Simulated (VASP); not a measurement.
Runs of VASP 6.6.1 on ZnS. The structure is that of space group F-43m (No. 216), or close to it. The cells are those of the table. 

```csv
level,cell,k mesh,gap on the mesh (eV),pressure (GPa)
r2SCAN,"a = 3.886 Å, angles 60.0°, 2 atoms",10 × 10 × 10,(c),(b)
PBEsol,"a = 3.787 Å, angles 60.0°, 2 atoms",8 × 8 × 8,2.09,0.2
r2SCAN,"a = 3.734 Å, angles 60.0°, 2 atoms",10 × 10 × 10,3.01,(a)
r2SCAN,"a = 3.837 Å, angles 60.0°, 2 atoms",10 × 10 × 10,2.62,-1.5
r2SCAN,"a = 3.812 Å, angles 60.0°, 2 atoms",10 × 10 × 10,2.71,-0.1
```

Alike in all rows: task single point; potentials or basis VASP PAW PBE potentials, release 64 (Zn, S); no spin polarisation; cutoff (eV) 520; smearing fermi-dirac 0.02 eV.

Question: Fill in the values left out.

Answer: (a) 5.5; (b) -4.1; (c) 2.44.

Caveats: the PAW data sets were made with another functional, which shifts forces and pressure a little.

